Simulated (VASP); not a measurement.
V:

```
CELL_PARAMETERS angstrom
2.04974 -3.47393 0.00000
2.04974 3.47393 0.00000
0.00000 0.00000 4.10493
ATOMIC_POSITIONS crystal
V 0.15250 0.84750 0.07850
V 0.65250 0.34750 0.42150
V 0.84750 0.15250 0.92150
V 0.34750 0.65250 0.57850
```

- Program: VASP 6.6.1
- Task: relaxation of cell and atoms
- Functional: PBEsol
- Potentials or basis: VASP PAW PBE potentials, release 64 (V_sv)
- Cutoff: 600 eV
- k mesh: 6 × 6 × 4
- Occupations: gaussian, width 0.1 eV
- Spin: no spin polarisation

At the start: pressure 6.3 GPa; volume 14.61 Å³/atom.

Problem. Where does the relaxation end?

Solution. Over 28 steps the energy falls by 867.7 meV/atom and the volume is 13.39 Å³/atom (-8.4 %); space group Fmmm (No. 69, to 0.05 Å).

Step by step:
```tsv
step	energy change (eV)	largest force (eV/Å)	pressure (GPa)	volume (Å³)
1	0.0000	0.5274	6.26	58.46
2	-0.3585	0.3208	-4.33	63.30
3	-0.3920	0.3644	-8.05	65.59
4	-0.7082	0.8957	-5.98	64.38
5	-1.4370	3.0063	7.07	59.43
6	-1.3363	3.7872	17.46	56.97
7	-1.4449	3.3008	9.91	58.68
8	-1.5359	3.2496	10.07	58.62
9	-1.6861	2.9968	11.16	58.30
10	-1.6903	2.9756	11.81	58.16
11	-1.8279	2.7310	8.99	58.69
12	-2.1409	2.0868	1.31	60.27
13	-2.3809	1.1840	-11.26	63.51
14	-2.5490	1.1465	-10.97	62.50
15	-3.0015	0.9239	-9.18	59.53
16	-3.4586	0.1780	0.20	53.79
17	-3.4582	0.1986	-0.28	53.98
18	-3.4620	0.1356	-0.31	53.91
19	-3.4668	0.0122	-0.27	53.73
20	-3.4670	0.0302	-0.25	53.70
21	-3.4686	0.0128	0.19	53.55
22	-3.4692	0.0532	0.80	53.35
23	-3.4701	0.0554	0.48	53.42
24	-3.4703	0.0565	0.33	53.46
25	-3.4704	0.0587	-0.02	53.53
26	-3.4704	0.0576	0.22	53.50
27	-3.4704	0.0577	0.21	53.51
28	-3.4707	0.0386	-0.05	53.55
```

Final structure:
```yaml
crystal:
  lattice:
    - [2.13834, -4.38423, 0.00000]
    - [2.13834, 4.38423, 0.00000]
    - [0.00000, 0.00000, 2.85627]
  atoms:
    - { symbol: V, position: [0.13642, 0.86358, 0.00063] }
    - { symbol: V, position: [0.63642, 0.36358, 0.49937] }
    - { symbol: V, position: [0.86358, 0.13642, 0.99937] }
    - { symbol: V, position: [0.36358, 0.63642, 0.50063] }
```

Caveat: the k points lie up to 0.55 Å⁻¹ apart in the final cell; the PAW data sets were made with another functional, which shifts forces and pressure a little.
